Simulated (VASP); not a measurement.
# WS2 in VASP: further runs, part 2 of 2

VASP 6.6.1. Earlier steps stand in the parts before.

### 4 Single point, PBEsol (biaxial strain in the a-b plane: -4.5 %)

Input file INCAR:

```
PREC     = Accurate       # precision mode
ENCUT    = 520            # plane-wave cutoff, eV
EDIFF    = 1E-7           # SCF threshold, eV
ISMEAR   = 0              # smearing method
SIGMA    = 0.02           # smearing width, eV
LREAL    = F              # projectors in reciprocal space
LASPH    = T              # aspherical terms in the spheres
NELM     = 60             # most SCF steps
ALGO     = Normal         # electronic algorithm
ISIF     = 2              # what is computed and relaxed
LWAVE    = F              # write WAVECAR
LCHARG   = T              # write CHGCAR
GGA      = PS             # functional
LELF     = T              # ELF
LVHAR    = T            
NBANDS   = 20             # bands
```

Input file KPOINTS:

```
Automatic mesh
0
Gamma
  12 12 2
```

Input file POSCAR:

```
WS2
1.0
    3.0042162904      0.0000000000      0.0000000000
   -1.5021081452      2.6017276259      0.0000000000
    0.0000000000      0.0000000000     17.4111633863
W S
1 2
Direct
    0.3333333333      0.6666666667      0.0000000000
    0.6666666667      0.3333333333      0.9071459227
    0.6666666667      0.3333333333      0.0928540773
```

Potentials or basis: VASP PAW PBE potentials, release 64 (W_sv, S).

The run is started by

```
$ cat potpaw_PBE.64/W_sv/POTCAR potpaw_PBE.64/S/POTCAR > POTCAR
$ mpirun -np 1 vasp_std > vasp.out
```

OUTCAR:

```text
PREC = Accurate
   ENCUT = 520
   EDIFF = 1E-7
   ISMEAR = 0
   LREAL = F
   LASPH = T
   NELM = 60
   ISIF = 2
   GGA = PS

 ion  position               nearest neighbor table
   1  0.333  0.667  0.000-   2 2.37   3 2.37   2 2.37   3 2.37   2 2.37   3 2.37
   2  0.667  0.333  0.907-   1 2.37   1 2.37   1 2.37
   3  0.667  0.333  0.093-   1 2.37   1 2.37   1 2.37

  LATTYP: Found a hexagonal cell.
 ALAT       =     3.0042162904
 C/A-ratio  =     5.7955758518

  Lattice vectors:

 A1 = (   3.0042162904,   0.0000000000,   0.0000000000)
 A2 = (  -1.5021081452,   2.6017276259,   0.0000000000)
 A3 = (   0.0000000000,   0.0000000000,  17.4111633863)

Analysis of symmetry for initial positions (statically):
=====================================================================
 Subroutine PRICEL returns:
 Original cell was already a primitive cell.

 Routine SETGRP: Setting up the symmetry group for a
 hexagonal supercell.

 Subroutine GETGRP returns: Found 12 space group operations
 (whereof 12 operations were pure point group operations)
 out of a pool of 24 trial point group operations.

The static configuration has the point symmetry D_3h.

Analysis of symmetry for dynamics (positions and initial velocities):
=====================================================================
 Subroutine PRICEL returns:
 Original cell was already a primitive cell.

 Routine SETGRP: Setting up the symmetry group for a
 hexagonal supercell.

 Subroutine GETGRP returns: Found 12 space group operations
 (whereof 12 operations were pure point group operations)
 out of a pool of 24 trial point group operations.

The dynamic configuration has the point symmetry D_3h.

 Subroutine INISYM returns: Found 12 space group operations
 (whereof 12 operations are pure point group operations),
 and found     1 'primitive' translations

----------------------------------------------------------------------------------------

                                     Primitive cell

  volume of cell :     136.0883

  direct lattice vectors                    reciprocal lattice vectors
     3.004216290  0.000000000  0.000000000     0.332865514  0.192179994  0.000000000
    -1.502108145  2.601727626  0.000000000     0.000000000  0.384359988  0.000000000
     0.000000000  0.000000000 17.411163386     0.000000000  0.000000000  0.057434416

  length of vectors
     3.004216290  3.004216290 17.411163386     0.384359988  0.384359988  0.057434416

  position of ions in fractional coordinates (direct lattice)
     0.333333333  0.666666667  0.000000000
     0.666666667  0.333333333  0.907145923
     0.666666667  0.333333333  0.092854077

  ion indices of the primitive-cell ions
   primitive index   ion index
                 1           1
                 2           2
                 3           3

----------------------------------------------------------------------------------------

 KPOINTS: Automatic mesh

Automatic generation of k-mesh.
 Grid dimensions read from file:
 generate k-points for:   12   12    2

 Generating k-lattice:

  Cartesian coordinates                     Fractional coordinates (reciprocal lattice)
     0.027738793  0.016015000  0.000000000     0.083333333 -0.000000000  0.000000000
     0.000000000  0.032029999  0.000000000     0.000000000  0.083333333  0.000000000
     0.000000000  0.000000000  0.028717208     0.000000000  0.000000000  0.500000000

  Length of vectors
     0.032029999  0.032029999  0.028717208

  Shift w.r.t. Gamma in fractional coordinates (k-lattice)
     0.000000000  0.000000000  0.000000000

 Subroutine IBZKPT returns following result:
 ===========================================

 Found     38 irreducible k-points:

 Following reciprocal coordinates:
            Coordinates               Weight
  0.000000  0.000000  0.000000      1.000000
  0.083333  0.000000  0.000000      6.000000
  0.166667  0.000000  0.000000      6.000000
  0.250000  0.000000  0.000000      6.000000
  0.333333  0.000000  0.000000      6.000000
  0.416667  0.000000  0.000000      6.000000
[... 16 lines left out ...]
  0.250000  0.000000  0.500000      6.000000
  0.333333  0.000000  0.500000      6.000000
 [... further k-points ...]
   k-points           NKPTS =     38   k-points in BZ     NKDIM =     38   number of bands    NBANDS=     20
   number of dos      NEDOS =    301   number of ions     NIONS =      3
   total plane-waves  NPLWV =  80640
   dimension x,y,z NGX =    24 NGY =   24 NGZ =  140
   dimension x,y,z NGXF=    48 NGYF=   48 NGZF=  280
   ions per type =               1   2
   NGX,Y,Z   is equivalent  to a cutoff of  13.28, 13.28, 13.37 a.u.
   NGXF,Y,Z  is equivalent  to a cutoff of  26.56, 26.56, 26.74 a.u.
 SYSTEM =  unknown system
   PREC   = accura    normal or accurate (medium, high low for compatibility)
   ISTART =      0    job   : 0-new  1-cont  2-samecut
   ICHARG =      2    charge: 1-file 2-atom 10-const
   ISPIN  =      1    spin polarized calculation?
   LNONCOLLINEAR =      F non collinear calculations
   LSORBIT =      F    spin-orbit coupling
   LASPH  =      T    aspherical Exc in radial PAW
   ENCUT  =  520.0 eV  38.22 Ry    6.18 a.u.   5.59  5.59 32.37*2*pi/ulx,y,z
   NELM   =     60;   NELMIN=  2; NELMDL= -5     # of ELM steps
   EDIFF  = 0.1E-06   stopping-criterion for ELM
   LREAL  =      F    real-space projection
   EDIFFG = 0.1E-05   stopping-criterion for IOM
   NSW    =      0    number of steps for IOM
   IBRION =     -1    ionic relax: 0-MD 1-quasi-New 2-CG
   NFREE  =      0    steps in history (QN), initial steepest desc. (CG)
   ISIF   =      2    stress and relaxation
   ISYM   =      2    0-nonsym 1-usesym 2-fastsym
   POTIM  = 0.5000    time-step for ionic-motion
   TEBEG  =    0.0;   TEEND  =   0.0 temperature during run
   PSTRESS=    0.0 pullay stress
   NELECT =      26.0000    total number of electrons
   NUPDOWN=      -1.0000    fix difference up-down
   EMIN   =  10.00;   EMAX   =-10.00  energy-range for DOS
   EFERMI =   0.00;   METHOD = LEGACY
   ISMEAR =     0;   SIGMA  =   0.02  broadening in eV -4-tet -1-fermi 0-gaus
   EFERMI_NEDOS =   21; number of points for ismear=-14 and -15
   IALGO  =     38    algorithm
   IMIX   =      4    mixing-type and parameters
     AMIX     =   0.40;   BMIX     =  1.00
     AMIX_MAG =   1.60;   BMIX_MAG =  1.00
  volume/ion in A,a.u.               =      45.36       306.12
  Fermi-wavevector in a.u.,A,eV,Ry     =   0.942886  1.781795 12.096032  0.889033
  Thomas-Fermi vector in A             =   2.070539
   LORBIT       =      0    0 simple, 1 ext, 2 COOP (PROOUT), +10 PAW based schemes
   GGA     = PS    functional components
   LHFCALC =     F    Hartree Fock is set to
   AEXX    =    0.0000 exact exchange contribution
   IVDW    =     0    specifies the selected vdW correction
   LEPSILON=     F    determine dielectric tensor
   LRPA    =     F    only Hartree local field effects (RPA)
 non-spin polarized calculation
 Gauss-broadening in eV      SIGMA  =   0.02
  energy-cutoff  :      520.00
  volume of cell :      136.09
 maximum number of plane-waves:      3737
 NGX is ok and might be reduce to    24
   NGX = 11   NGY = 11   NGZ = 65

 number of electron      26.0000001 magnetization

 Free energy of the ion-electron system (eV)
  ---------------------------------------------------
  ext. energy  EPLUGINS =         0.00000000
  ---------------------------------------------------
  free energy    TOTEN  =       -25.02262311 eV

  energy without entropy =      -25.02262311  energy(sigma->0) =      -25.02262311

 E-fermi :  -0.5068     XC(G=0):  -4.7002

 val. band max:       -0.7502133686   @ k =   0.3333   0.3333   0.5000
 cond. band min:       0.9881276490   @ k =   0.1667   0.1667   0.0000
 fundamental gap:      1.7383410175
 Fermi energy:        -0.5067826874

 k-point     1 :       0.0000    0.0000    0.0000
  band No.  band energies     occupation
      1     -74.4625      2.00000
      2     -38.8697      2.00000
      3     -38.4727      2.00000
      4     -38.4727      2.00000
      5     -16.1173      2.00000
      6     -14.4703      2.00000
[... 12 lines left out ...]
     19       4.5625      0.00000
[... 513 lines left out ...]
      4     -38.5784      2.00000
      5     -14.2293      2.00000
      6     -13.6804      2.00000
[... 12 lines left out ...]
     19       6.3937      0.00000
     20       6.9752      0.00000

 [... further k-points ...]

------------------------ aborting loop because EDIFF is reached ----------------------------------------

  FORCE on cell =-STRESS in cart. coord.  units (eV):
  Direction    XX          YY          ZZ          XY          YZ          ZX
  --------------------------------------------------------------------------------------
  -------------------------------------------------------------------------------------
  Total        5.1165228      5.1165228      0.3691748      0.0000000      0.0000000      0.0000000
  in kB       60.2371871     60.2371871      4.3463210      0.0000000      0.0000000      0.0000000
  external PRESSURE =      41.6068984 kB  Pullay stress =       0.0000000 kB

 VOLUME and BASIS-vectors are now :
 -----------------------------------------------------------------------------
  energy-cutoff  :      520.00
  volume of cell :      136.09
      direct lattice vectors                 reciprocal lattice vectors
     3.004216290  0.000000000  0.000000000     0.332865514  0.192179994  0.000000000
    -1.502108145  2.601727626  0.000000000     0.000000000  0.384359988  0.000000000
     0.000000000  0.000000000 17.411163386     0.000000000  0.000000000  0.057434416

 POSITION                                       TOTAL-FORCE (eV/Angst)
 -----------------------------------------------------------------------------------
     -0.00000      1.73449      0.00000         0.000000      0.000000      0.000000
      1.50211      0.86724     15.79447         0.000000     -0.000000     -0.123318
      1.50211      0.86724      1.61670        -0.000000     -0.000000      0.123318
 -----------------------------------------------------------------------------------
    total drift:                               -0.000000      0.000000     -0.000000

  FREE ENERGIE OF THE ION-ELECTRON SYSTEM (eV)
  ---------------------------------------------------
  free  energy   TOTEN  =       -25.0226231115 eV

  energy  without entropy=      -25.0226231115  energy(sigma->0) =      -25.02262311
```

Run time: 58 s. Hardware: 1 thread of Intel Xeon 6975P-C (Granite Rapids), shared host; peak memory 0.31 GiB.

Results:

```yaml
Free_energy: -25.0226 eV
Largest_force: 0.123 eV/Å
Band_gap_on_the_k_mesh: 1.74 eV (least direct gap 2.63 eV)
```

Forces on the atoms (eV/Å):
```
W    0.000  0.000  0.000
S    0.000  0.000 -0.123
S    0.000  0.000  0.123
```

Caveat: the cell differs from its parent crystal (biaxial strain in the a-b plane: -4.5 %); there is no dipole correction, which matters where the two faces differ; the PAW data sets were made with another functional, which shifts forces and pressure a little; spin-orbit coupling is left out, which moves the levels of the heavy elements.

### 5 Single point, PBEsol (biaxial strain in the a-b plane: -3.0 %, then relaxed in part)

Input file INCAR:

```
PREC = Accurate
ENCUT = 520
EDIFF = 1E-7
ISMEAR = 0
SIGMA = 0.02
LREAL = False
LASPH = True
NELM = 100
ALGO = Normal
ISIF = 2
LWAVE = False
LCHARG = True
GGA = PS
LELF = True
LVHAR = True
NBANDS = 20
```

KPOINTS is that of step 4.

Input file POSCAR:

```
WS2
1.0
    3.0514029337      0.0000000000      0.0000000000
   -1.5257014669      2.6425924578      0.0000000000
    0.0000000000      0.0000000000     17.2593268133
W S
1 2
Direct
    0.3333333333      0.6666666667      0.0000000000
    0.6666666667      0.3333333333      0.9071459227
    0.6666666667      0.3333333333      0.0928540773
```

The run is started by

```
$ cat potpaw_PBE.64/W_sv/POTCAR potpaw_PBE.64/S/POTCAR > POTCAR
$ mpirun -np 1 vasp_std > vasp.out
```

Run time: 58 s. Hardware: 1 thread of Intel Xeon 6975P-C (Granite Rapids), shared host; peak memory 0.3 GiB.

Results (log left out):

| Item | Value |
| --- | --- |
| Free energy | -25.1512 eV |
| Largest force | 0.024 eV/Å |
| Band gap on the k mesh | 1.83 eV (least direct gap 2.44 eV) |

Forces in eV/Å, atoms in the order of the input:
```
W    0.000  0.000  0.000
S    0.000  0.000 -0.024
S    0.000  0.000  0.024
```

Levels at points of the mesh, in eV from the valence-band top:
```csv
k point,band 9,band 10,band 11,band 12,band 13,band 14,band 15,band 16,band 17,band 18
"(0.00, 0.00, 0.00)",-2.63,-2.58,-1.27,-1.27,-0.58,3.25,3.25,3.31,3.31,5.10
"(0.50, 0.00, 0.00)",-4.71,-3.34,-2.50,-1.06,-0.91,3.50,3.54,4.08,4.97,5.63
"(0.00, 0.00, 0.50)",-2.63,-2.58,-1.27,-1.27,-0.58,3.25,3.25,3.31,3.31,5.18
"(0.50, 0.00, 0.50)",-4.71,-3.34,-2.50,-1.06,-0.91,3.50,3.54,4.08,4.97,5.63
```

Caveat: the cell differs from its parent crystal (biaxial strain in the a-b plane: -3.0 %, then relaxed in part); there is no dipole correction, which matters where the two faces differ; the PAW data sets were made with another functional, which shifts forces and pressure a little; spin-orbit coupling is left out, which moves the levels of the heavy elements.

### 6 Overview

| cell | k mesh | smearing | gap on the mesh (eV) | largest force (eV/Å) |
| --- | --- | --- | --- | --- |
| a = 3.146, b = 3.146, c = 16.953 Å, angles 90.0, 90.0, 60.0°, 3 atoms, atomic positions A | 10 × 10 × 2 | gaussian 0.05 eV | 2.25 | 0.02 |
| a = 3.004, b = 3.004, c = 17.412 Å, angles 90.0, 90.0, 120.0°, 3 atoms, atomic positions B | 12 × 12 × 2 | gaussian 0.02 eV | 1.72 | 0.02 |
| a = 3.004, b = 3.004, c = 17.411 Å, angles 90.0, 90.0, 120.0°, 3 atoms, atomic positions C | 12 × 12 × 2 | gaussian 0.02 eV | 1.74 | 0.12 |
| a = 3.051, b = 3.051, c = 17.259 Å, angles 90.0, 90.0, 120.0°, 3 atoms, atomic positions C | 12 × 12 × 2 | gaussian 0.02 eV | 1.83 | 0.02 |

Alike in all rows: task single point; level PBEsol; potentials or basis VASP PAW PBE potentials, release 64 (W_sv, S); no spin polarisation; cutoff (eV) 520.

Caveats: there is no dipole correction, which matters where the two faces differ; the PAW data sets were made with another functional, which shifts forces and pressure a little; spin-orbit coupling is left out, which moves the levels of the heavy elements.

Absolute energies hang on the potentials; compare differences alone.
